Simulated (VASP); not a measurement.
Wanted: the native input for a VASP 6.6.1 run.

```
Task                   : single point
Functional             : LDA
Potentials or basis    : VASP PAW LDA potentials, release 64 (Ta_pv)
Cutoff                 : 400 eV
k mesh                 : 5 × 5 × 1
Occupations            : gaussian, width 0.1 eV
Spin                   : no spin polarisation
Dipole correction      : yes
Further INCAR settings : ALGO = Normal; EDIFF = 1e-06; NBANDS = 78; NELMDL = -8
```

The structure of Ta lies in POSCAR:

```
Ta
1.0
    5.6341016690      0.0000000000      0.0000000000
   -1.8780338897      5.3118819947      0.0000000000
    0.0000000000      0.0000000000     19.9444203651
Ta
12
Direct
    0.2500000000      0.2500000000      0.2005573452
    0.2500000000      0.7500000000      0.2005573452
    0.7500000000      0.2500000000      0.2005573452
    0.7500000000      0.7500000000      0.2005573452
    0.0000000000      0.0000000000      0.3119800438
    0.0000000000      0.5000000000      0.3119800438
    0.5000000000      0.0000000000      0.3119800438
    0.5000000000      0.5000000000      0.3119800438
    0.2500000000      0.2500000000      0.4233976325
    0.2500000000      0.7500000000      0.4233976325
    0.7500000000      0.2500000000      0.4233976325
    0.7500000000      0.7500000000      0.4233976325
```

One way to write it, as run:

INCAR

```
PREC = Accurate ; ENCUT = 400
EDIFF = 1E-6 ; ISMEAR = 0
SIGMA = 0.1 ; LREAL = False
LASPH = True ; NELM = 120
ALGO = Normal ; ISIF = 2
LWAVE = False ; LCHARG = False
LDIPOL = True ; IDIPOL = 3
DIPOL = 0.5 0.5 0.312 ; NBANDS = 78
GGA_COMPAT = False ; NELMDL = -8
```

KPOINTS

```
Automatic mesh
0
Gamma
  5 5 1
```

Potentials or basis: VASP PAW LDA potentials, release 64 (Ta_pv).

The run is started by

```sh
$ cat potpaw_LDA.64/Ta_pv/POTCAR > POTCAR
$ mpirun -np 1 vasp_std > vasp.out
```

Results of the run:

```yaml
Largest_force: 0.078 eV/Å
Band_gap_on_the_k_mesh: zero (bands 66 and 67 overlap by 0.97 eV)
```

Caveat: spin-orbit coupling is left out, which moves the levels of the heavy elements.

Run time: 15 min on 1 thread of Oxide Virtual Turin-like Processor, with other jobs on the host, peak memory 0.44 GiB.
